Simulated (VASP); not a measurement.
# HgH3 (Pm-3m) in VASP: relaxation of cell and atoms with PBE

Aim: the relaxation of cell and atoms of HgH3 with PBE.

Everything below comes from runs of VASP 6.6.1. Logs are shortened: lines on timing, memory, paths and dates and some standing lists are left out, and cuts for length are marked.

## (1) The cell of the first run

It takes space group Pm-3m (No. 221, cubic). Conventional cell: a = 3.484 Å, b = 3.484 Å, c = 3.484 Å, α = 90.00°, β = 90.00°, γ = 90.00°. Within 3.3 Å of Hg (site symmetry m-3m) lie 12 H at 2.46 Å. Within 3.3 Å of H (site symmetry 4/mmm) lie 4 Hg at 2.46 Å and 8 H at 2.46 Å.

## (2) Relaxation of cell and atoms, PBE

The input, INCAR:

```
PREC = Accurate
ENCUT = 550
EDIFF = 1E-7
ISMEAR = 0
SIGMA = 0.1
LREAL = False
LASPH = True
NELM = 120
ALGO = Normal
ISIF = 3
LWAVE = False
LCHARG = False
GGA = PE
IBRION = 2
NSW = 90
EDIFFG = -0.04
GGA_COMPAT = False
NELMIN = 4
```

The input, KPOINTS:

```
Automatic mesh
0
Gamma
  6 6 6
```

The input, POSCAR:

```
HgH3
1.0
    3.4842748984      0.0000000000      0.0000000000
    0.0000000000      3.4842748984      0.0000000000
    0.0000000000      0.0000000000      3.4842748984
Hg H
1 3
Direct
    0.0000000000      0.0000000000      0.0000000000
    0.0000000000      0.5000000000      0.5000000000
    0.5000000000      0.0000000000      0.5000000000
    0.5000000000      0.5000000000      0.0000000000
```

Potentials or basis: VASP PAW PBE potentials, release 64 (Hg_sv_GW, H).

Launch:

```bash
$ cat potpaw_PBE.64/Hg_sv_GW/POTCAR potpaw_PBE.64/H/POTCAR > POTCAR
$ mpirun -np 1 vasp_std > vasp.out
```

OUTCAR:

```text
PREC = Accurate
   ENCUT = 550
   EDIFF = 1E-7
   ISMEAR = 0
   LREAL = False
   LASPH = True
   NELM = 120
   ISIF = 3
   GGA = PE
   IBRION = 2
   NSW = 90
   EDIFFG = -0.04
   NELMIN = 4

 ion  position               nearest neighbor table
   1  0.000  0.000  0.000-
   2  0.000  0.500  0.500-
   3  0.500  0.000  0.500-
   4  0.500  0.500  0.000-

  LATTYP: Found a simple cubic cell.
 ALAT       =     3.4842748984

  Lattice vectors:

 A1 = (   3.4842748984,   0.0000000000,   0.0000000000)
 A2 = (   0.0000000000,   3.4842748984,   0.0000000000)
 A3 = (   0.0000000000,   0.0000000000,   3.4842748984)

Analysis of symmetry for initial positions (statically):
=====================================================================
 Subroutine PRICEL returns:
 Original cell was already a primitive cell.

 Routine SETGRP: Setting up the symmetry group for a
 simple cubic supercell.

 Subroutine GETGRP returns: Found 48 space group operations
 (whereof 48 operations were pure point group operations)
 out of a pool of 48 trial point group operations.

The static configuration has the point symmetry O_h .

Analysis of symmetry for dynamics (positions and initial velocities):
=====================================================================
 Subroutine PRICEL returns:
 Original cell was already a primitive cell.

 Routine SETGRP: Setting up the symmetry group for a
 simple cubic supercell.

 Subroutine GETGRP returns: Found 48 space group operations
 (whereof 48 operations were pure point group operations)
 out of a pool of 48 trial point group operations.

The dynamic configuration has the point symmetry O_h .

 Subroutine INISYM returns: Found 48 space group operations
 (whereof 48 operations are pure point group operations),
 and found     1 'primitive' translations

----------------------------------------------------------------------------------------

                                     Primitive cell

  volume of cell :      42.2997

  direct lattice vectors                    reciprocal lattice vectors
     3.484274898  0.000000000  0.000000000     0.287003761  0.000000000  0.000000000
     0.000000000  3.484274898  0.000000000     0.000000000  0.287003761  0.000000000
     0.000000000  0.000000000  3.484274898     0.000000000  0.000000000  0.287003761

  length of vectors
[... 73 lines left out ...]
   ISTART =      0    job   : 0-new  1-cont  2-samecut
   ICHARG =      2    charge: 1-file 2-atom 10-const
   ISPIN  =      1    spin polarized calculation?
   LNONCOLLINEAR =      F non collinear calculations
   LSORBIT =      F    spin-orbit coupling
   LASPH  =      T    aspherical Exc in radial PAW
   ENCUT  =  550.0 eV  40.42 Ry    6.36 a.u.   6.66  6.66  6.66*2*pi/ulx,y,z
   NELM   =    120;   NELMIN=  4; NELMDL= -5     # of ELM steps
   EDIFF  = 0.1E-06   stopping-criterion for ELM
   LREAL  =      F    real-space projection
   EDIFFG = -.4E-01   stopping-criterion for IOM
   NSW    =     90    number of steps for IOM
   IBRION =      2    ionic relax: 0-MD 1-quasi-New 2-CG
   NFREE  =      1    steps in history (QN), initial steepest desc. (CG)
   ISIF   =      3    stress and relaxation
   ISYM   =      2    0-nonsym 1-usesym 2-fastsym
   POTIM  = 0.5000    time-step for ionic-motion
   TEBEG  =    0.0;   TEEND  =   0.0 temperature during run
   PSTRESS=    0.0 pullay stress
   NELECT =      23.0000    total number of electrons
   NUPDOWN=      -1.0000    fix difference up-down
   EMIN   =  10.00;   EMAX   =-10.00  energy-range for DOS
   EFERMI =   0.00;   METHOD = LEGACY
   ISMEAR =     0;   SIGMA  =   0.10  broadening in eV -4-tet -1-fermi 0-gaus
   EFERMI_NEDOS =   21; number of points for ismear=-14 and -15
   IALGO  =     38    algorithm
   IMIX   =      4    mixing-type and parameters
     AMIX     =   0.40;   BMIX     =  1.00
     AMIX_MAG =   1.60;   BMIX_MAG =  1.00
  volume/ion in A,a.u.               =      10.57        71.36
  Fermi-wavevector in a.u.,A,eV,Ry     =   1.336201  2.525053 24.292282  1.785432
  Thomas-Fermi vector in A             =   2.464846
   LORBIT       =      0    0 simple, 1 ext, 2 COOP (PROOUT), +10 PAW based schemes
   GGA     = PE    functional components
   LHFCALC =     F    Hartree Fock is set to
   AEXX    =    0.0000 exact exchange contribution
   IVDW    =     0    specifies the selected vdW correction
   LEPSILON=     F    determine dielectric tensor
   LRPA    =     F    only Hartree local field effects (RPA)
 conjugate gradient relaxation of ions
 non-spin polarized calculation
 Gauss-broadening in eV      SIGMA  =   0.10
  energy-cutoff  :      550.00
  volume of cell :       42.30
 maximum number of plane-waves:      1261
 NGX is ok and might be reduce to    28
   NGX = 13   NGY = 13   NGZ = 13

--------------------------------------- Ionic step        1  -------------------------------------------

 number of electron      23.0000008 magnetization

 Free energy of the ion-electron system (eV)
  ---------------------------------------------------
  ext. energy  EPLUGINS =         0.00000000
  ---------------------------------------------------
  free energy    TOTEN  =        -5.39728434 eV

  energy without entropy =       -5.38180801  energy(sigma->0) =       -5.38954618

------------------------ aborting loop because EDIFF is reached ----------------------------------------

  FORCE on cell =-STRESS in cart. coord.  units (eV):
  Direction    XX          YY          ZZ          XY          YZ          ZX
  --------------------------------------------------------------------------------------
  -------------------------------------------------------------------------------------
  Total       -2.1607517     -2.1607517     -2.1607517      0.0000000      0.0000000      0.0000000
  in kB      -81.8423727    -81.8423727    -81.8423727      0.0000000      0.0000000      0.0000000
  external PRESSURE =     -81.8423727 kB  Pullay stress =       0.0000000 kB
[... 101 lines left out ...]
--------------------------------------- Ionic step        4  -------------------------------------------

 number of electron      23.0000004 magnetization

 Free energy of the ion-electron system (eV)
  ---------------------------------------------------
  ext. energy  EPLUGINS =         0.00000000
  ---------------------------------------------------
  free energy    TOTEN  =        -5.58593048 eV

  energy without entropy =       -5.57538441  energy(sigma->0) =       -5.58065745

 E-fermi :   4.1381     XC(G=0): -10.8289

 val. band max:        4.1072782281   @ k =   0.5000   0.3333   0.0000
 cond. band min:       4.1559245086   @ k =   0.5000   0.3333   0.1667
 fundamental gap:      0.0486462805
 Fermi energy:         4.1380542423

 k-point     1 :       0.0000    0.0000    0.0000
  band No.  band energies     occupation
      1    -111.0391      2.00000
      2     -59.3849      2.00000
      3     -59.3849      2.00000
      4     -59.3849      2.00000
      5      -6.5614      2.00000
      6      -3.9061      2.00000
      7      -3.9061      2.00000
      8      -2.3881      2.00000
      9      -2.3881      2.00000
     10      -2.3881      2.00000
     11       5.7038      0.00000
     12       5.7038      0.00000
     13       9.5555      0.00000
     14      10.0776      0.00000
[... 372 lines left out ...]
  FREE ENERGIE OF THE ION-ELECTRON SYSTEM (eV)
  ---------------------------------------------------
  free  energy   TOTEN  =        -5.5859304799 eV

  energy  without entropy=       -5.5753844107  energy(sigma->0) =       -5.58065745

 reached required accuracy - stopping structural energy minimisation
```

CONTCAR:

```text
HgH3
   1.00000000000000
     3.2978684319474199   -0.0000000000000000    0.0000000000000000
     0.0000000000000000    3.2978684319474199    0.0000000000000000
    -0.0000000000000000    0.0000000000000000    3.2978684319474199
  Hg              H
     1     3
Direct
     0.0000000000000000    0.0000000000000000    0.0000000000000000
     0.0000000000000000    0.5000000000000000    0.5000000000000000
     0.5000000000000000    0.0000000000000000    0.5000000000000000
     0.5000000000000000    0.5000000000000000    0.0000000000000000

  0.00000000E+00  0.00000000E+00  0.00000000E+00
  0.00000000E+00  0.00000000E+00  0.00000000E+00
  0.00000000E+00  0.00000000E+00  0.00000000E+00
  0.00000000E+00  0.00000000E+00  0.00000000E+00
```

It took 42 s on 1 thread of Intel Xeon Platinum 8488C (Sapphire Rapids), shared host; peak memory 0.18 GiB.

Results:

| Property | Result |
| --- | --- |
| Free energy | -5.5859 eV |
| Relaxed volume | 8.97 Å³/atom |
| Relaxed cell | a = 3.298 Å, b = 3.298 Å, c = 3.298 Å, α = 90.00°, β = 90.00°, γ = 90.00° |
| Space group after relaxing (to 0.1 Å) | Pm-3m (No. 221) |
| Energy gained by relaxing | 47.2 meV/atom |
| Ionic steps | 4 |
| Pressure after relaxing | 0.1 GPa |
| Band gap on the k mesh | zero (an odd number of electrons rules out a gap without spin polarisation) |

Step by step:
```csv
step,energy change (eV),largest force (eV/Å),pressure (GPa),volume (Å³)
1,0.0000,0.0000,-8.18,42.30
2,-0.1352,0.0000,-5.02,39.08
3,-0.1877,0.0000,-0.79,36.33
4,-0.1886,0.0000,0.12,35.87
```

Final structure:
```cif
data_structure
_symmetry_space_group_name_H-M 'P 1'
_symmetry_Int_Tables_number 1
_cell_length_a 3.2979
_cell_length_b 3.2979
_cell_length_c 3.2979
_cell_angle_alpha 90.000
_cell_angle_beta 90.000
_cell_angle_gamma 90.000
_cell_volume 35.87
loop_
_atom_site_label
_atom_site_type_symbol
_atom_site_fract_x
_atom_site_fract_y
_atom_site_fract_z
_atom_site_occupancy
Hg1 Hg 0.00000 0.00000 0.00000 1
H1 H 0.00000 0.50000 0.50000 1
H2 H 0.50000 0.00000 0.50000 1
H3 H 0.50000 0.50000 0.00000 1
```

Levels at points of the mesh, in eV from the Fermi level:
| k point | band 8 | band 9 | band 10 | band 11 | band 12 | band 13 | band 14 | band 15 |
| --- | --- | --- | --- | --- | --- | --- | --- | --- |
| (0.00, 0.00, 0.00) | -6.53 | -6.53 | -6.53 | 1.57 | 1.57 | 5.42 | 5.94 | 5.94 |
| (0.50, 0.00, 0.00) | -6.96 | -6.79 | -6.49 | -5.02 | 0.55 | 4.59 | 9.13 | 9.13 |
| (0.50, 0.50, 0.00) | -6.89 | -6.14 | -4.17 | -4.17 | -1.81 | -0.61 | 8.22 | 8.22 |
| (0.50, 0.50, 0.50) | -6.11 | -6.11 | 0.11 | 0.11 | 0.11 | 1.20 | 2.11 | 2.11 |

Caveat: the volume moved by over 15 % at a fixed basis, so the end points are rough; spin-orbit coupling is left out, which moves the levels of the heavy elements.

The gap in the log of VASP goes by the Fermi energy; the results here count the filled bands.